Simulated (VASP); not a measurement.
# Co (P6_3/mmc) in VASP: further runs, part 2 of 2

VASP 6.6.1.

**5. Single point, PBEsol+U, collinear spin, ferromagnetic start**

Input file POSCAR:

```
Co
1.0
    2.4719999032      0.0000000000      0.0000000000
   -1.2359999516      2.1408147143      0.0000000000
    0.0000000000      0.0000000000      4.0211440800
Co
2
Direct
    0.6666666667      0.3333333333      0.7500000000
    0.3333333333      0.6666666667      0.2500000000
```

Input file INCAR.step1:

```
PREC = Accurate
ENCUT = 520
EDIFF = 1E-7
ISMEAR = -1
SIGMA = 0.05
LREAL = F
LASPH = T
NELM = 150
ALGO = Normal
ISIF = 2
LWAVE = F
LCHARG = T
ISPIN = 2
MAGMOM = 2 2
LMAXMIX = 4
LDAU = T
LDAUTYPE = 2
LDAUL = 2
LDAUU = 2
LDAUJ = 0
LDAUPRINT = 1
GGA = PS
NBANDS = 20
```

Input file KPOINTS.step1:

```
regular mesh
0
Gamma
  12 12 7
```

Input file INCAR.step2:

```
PREC = Accurate
ENCUT = 520
EDIFF = 1E-7
ISMEAR = -5
SIGMA = 0.05
LREAL = F
LASPH = T
NELM = 150
ALGO = Normal
ISIF = 2
LWAVE = F
LCHARG = F
ISPIN = 2
MAGMOM = 2 2
LORBIT = 10
LMAXMIX = 4
LDAU = T
LDAUTYPE = 2
LDAUL = 2
LDAUU = 2
LDAUJ = 0
LDAUPRINT = 1
GGA = PS
NBANDS = 20
NEDOS = 1001
ICHARG = 11
```

Input file KPOINTS.step2:

```
regular mesh
0
Gamma
  18 18 11
```

Potentials or basis: VASP PAW PBE potentials, release 64 (Co).

On the command line:

```
cat potpaw_PBE.64/Co/POTCAR > POTCAR
cp INCAR.step1 INCAR
cp KPOINTS.step1 KPOINTS
mpirun -np 1 vasp_std > vasp.out
cp INCAR.step2 INCAR
cp KPOINTS.step2 KPOINTS
mpirun -np 1 vasp_std > vasp.out
```

OUTCAR:

```text
PREC = Accurate
   ENCUT = 520
   EDIFF = 1E-7
   ISMEAR = -5
   LREAL = F
   LASPH = T
   NELM = 150
   ISIF = 2
   ISPIN = 2
   LORBIT = 10
   GGA = PS
   ICHARG = 11

 ion  position               nearest neighbor table
   1  0.667  0.333  0.750-   2 2.47   2 2.47   2 2.47   2 2.47   2 2.47   2 2.47
   2  0.333  0.667  0.250-   1 2.47   1 2.47   1 2.47   1 2.47   1 2.47   1 2.47

  LATTYP: Found a hexagonal cell.
 ALAT       =     2.4719999032
 C/A-ratio  =     1.6266764715

  Lattice vectors:

 A1 = (   2.4719999032,   0.0000000000,   0.0000000000)
 A2 = (  -1.2359999516,   2.1408147143,   0.0000000000)
 A3 = (   0.0000000000,   0.0000000000,   4.0211440800)

Analysis of symmetry for initial positions (statically):
=====================================================================
 Subroutine PRICEL returns:
 Original cell was already a primitive cell.

 Routine SETGRP: Setting up the symmetry group for a
 hexagonal supercell.

[... 258 lines left out ...]
 fundamental gap:     -0.0630191759
 Fermi energy:        10.3608871332

 spin component 1

 k-point     1 :       0.0000    0.0000    0.0000
  band No.  band energies     occupation
      1       1.2864      1.00000
      2       4.5099      1.00000
      3       6.9141      1.00000
      4       6.9625      1.00000
      5       6.9625      1.00000
      6       7.2741      1.00000
[... 1097 lines left out ...]
     19      33.5100      0.00000
     20      35.9822      0.00000

 [... further k-points ...]
[... 5 lines left out ...]
  --------------------------------------------------------------------------------------
  -------------------------------------------------------------------------------------
  Total       -0.8477101     -0.8477101     -0.9455799      0.0000000      0.0000000      0.0000000
  in kB      -63.8235223    -63.8235223    -71.1920769      0.0000000      0.0000000      0.0000000
  external PRESSURE =     -66.2797072 kB  Pullay stress =       0.0000000 kB

 VOLUME and BASIS-vectors are now :
 -----------------------------------------------------------------------------
  energy-cutoff  :      520.00
  volume of cell :       21.28
      direct lattice vectors                 reciprocal lattice vectors
     2.471999903  0.000000000  0.000000000     0.404530760  0.233555943  0.000000000
    -1.235999952  2.140814714  0.000000000     0.000000000  0.467111887  0.000000000
     0.000000000  0.000000000  4.021144080     0.000000000  0.000000000  0.248685444

 POSITION                                       TOTAL-FORCE (eV/Angst)
 -----------------------------------------------------------------------------------
      1.23600      0.71360      3.01586        -0.000000      0.000000      0.000000
     -0.00000      1.42721      1.00529         0.000000     -0.000000      0.000000
 -----------------------------------------------------------------------------------
    total drift:                                0.000000     -0.000000     -0.000000

  FREE ENERGIE OF THE ION-ELECTRON SYSTEM (eV)
  ---------------------------------------------------
  free  energy   TOTEN  =       -12.1565221280 eV

  energy  without entropy=      -12.1565221280  energy(sigma->0) =      -12.15652213

 total charge

# of ion       s       p       d       tot
------------------------------------------
    1        0.496   0.530   7.310   8.336
    2        0.496   0.530   7.310   8.336
--------------------------------------------------
tot          0.992   1.061  14.620  16.673

 magnetization (x)

# of ion       s       p       d       tot
------------------------------------------
    1       -0.019  -0.072   1.849   1.759
    2       -0.019  -0.072   1.849   1.759
--------------------------------------------------
tot         -0.037  -0.143   3.699   3.518
```

OUTCAR.step1:

```text
PREC = Accurate
   ENCUT = 520
   EDIFF = 1E-7
   ISMEAR = -1
   LREAL = F
[... 1420 lines left out ...]
      1.23600      0.71360      3.01586         0.000000     -0.000000      0.000000
     -0.00000      1.42721      1.00529        -0.000000      0.000000      0.000000
 -----------------------------------------------------------------------------------
    total drift:                                0.000000     -0.000000     -0.000000

  FREE ENERGIE OF THE ION-ELECTRON SYSTEM (eV)
  ---------------------------------------------------
  free  energy   TOTEN  =       -12.1652228935 eV

  energy  without entropy=      -12.1503083434  energy(sigma->0) =      -12.15776562
```

OSZICAR.step1:

```text
N       E                     dE             d eps       ncg     rms          rms(c)
DAV:   1     0.870595863590E+02    0.87060E+02   -0.82544E+03  6464   0.124E+03
DAV:   2    -0.929120635596E+01   -0.96351E+02   -0.86832E+02  6148   0.217E+02
DAV:   3    -0.142233902064E+02   -0.49322E+01   -0.47379E+01  6892   0.589E+01
DAV:   4    -0.142944607513E+02   -0.71071E-01   -0.71024E-01  7320   0.635E+00
DAV:   5    -0.142966159083E+02   -0.21552E-02   -0.21551E-02  7056   0.108E+00    0.164E+01
DAV:   6    -0.125685296096E+02    0.17281E+01   -0.76400E+00  6892   0.572E+01    0.634E+00
DAV:   7    -0.122014876015E+02    0.36704E+00   -0.11159E+00  7188   0.200E+01    0.404E+00
DAV:   8    -0.121816795573E+02    0.19808E-01   -0.15429E-02  8328   0.126E+00    0.180E+00
DAV:   9    -0.121658299157E+02    0.15850E-01   -0.30986E-03  9608   0.105E+00    0.469E-01
DAV:  10    -0.121652175889E+02    0.61233E-03   -0.65232E-04  7828   0.282E-01    0.111E-01
DAV:  11    -0.121652139276E+02    0.36614E-05   -0.97932E-05  7820   0.132E-01    0.359E-02
DAV:  12    -0.121652185931E+02   -0.46655E-05   -0.96182E-06  6640   0.314E-02    0.220E-02
DAV:  13    -0.121652235832E+02   -0.49901E-05   -0.79324E-06  7464   0.294E-02    0.922E-03
DAV:  14    -0.121652233201E+02    0.26310E-06   -0.62311E-07  6756   0.702E-03    0.330E-03
DAV:  15    -0.121652229116E+02    0.40847E-06   -0.53345E-08  3304   0.285E-03    0.137E-03
DAV:  16    -0.121652228935E+02    0.18090E-07   -0.46608E-08  3184   0.183E-03
   1 F= -.12165223E+02 E0= -.12157766E+02  d E =-.149146E-01  mag=     3.4882
```

Run time: 4 min. Hardware: 1 thread of Intel Xeon 8259CL, shared host; peak memory 0.25 GiB.

What came out:

* Net moment: 3.49 μB per cell
* Site moments: Co +1.76 μB
* Valence electrons inside the program's atomic spheres: Co 8.34

Eigenvalues of the final occupation matrices:
```
    site  spin  trace               eigenvalues
site 1 d     1   4.60  0.91 0.92 0.92 0.92 0.92
site 1 d     2   2.74  0.53 0.53 0.55 0.55 0.57
site 2 d     1   4.60  0.91 0.92 0.92 0.92 0.92
site 2 d     2   2.74  0.53 0.53 0.55 0.55 0.57
```

Caveat: the PAW data sets were made with another functional, which shifts forces and pressure a little; the U is typed as a test and isn't derived for this compound; tetrahedron occupations give inexact forces and stress in metals. The state reached can hang on the start; a lower one may exist.

**6. The runs side by side**

```tsv
task	level	potentials or basis	U	k mesh	k mesh for the DOS	occupations for the DOS	moment (μB)
vibrations by perturbation theory	PBEsol	VASP PAW PBE potentials, release 64 (Co)	-	9 × 9 × 5	-	-	3.06
vibrations by perturbation theory	LDA	VASP PAW LDA potentials, release 64 (Co)	-	9 × 9 × 5	-	-	3.01
single point	PBEsol	VASP PAW PBE potentials, release 64 (Co)	-	12 × 12 × 7	18 × 18 × 11	tetrahedron	3.18
single point	PBEsol+U	VASP PAW PBE potentials, release 64 (Co)	Co d U = 2.0 eV	12 × 12 × 7	18 × 18 × 11	tetrahedron	3.49
```

Alike in all rows: spin collinear, ferromagnetic start; cell as given; cutoff (eV) 520; smearing fermi-dirac 0.05 eV.

Caveats: the PAW data sets were made with another functional, which shifts forces and pressure a little (at least some runs); the cell stands under pressure or tension, which shifts response properties (at least some runs); tetrahedron occupations give inexact forces and stress in metals (at least some runs); the U is typed as a test and isn't derived for this compound (at least some runs).

Total energies depend on the potentials used, so only differences within one code and one set of settings carry meaning.
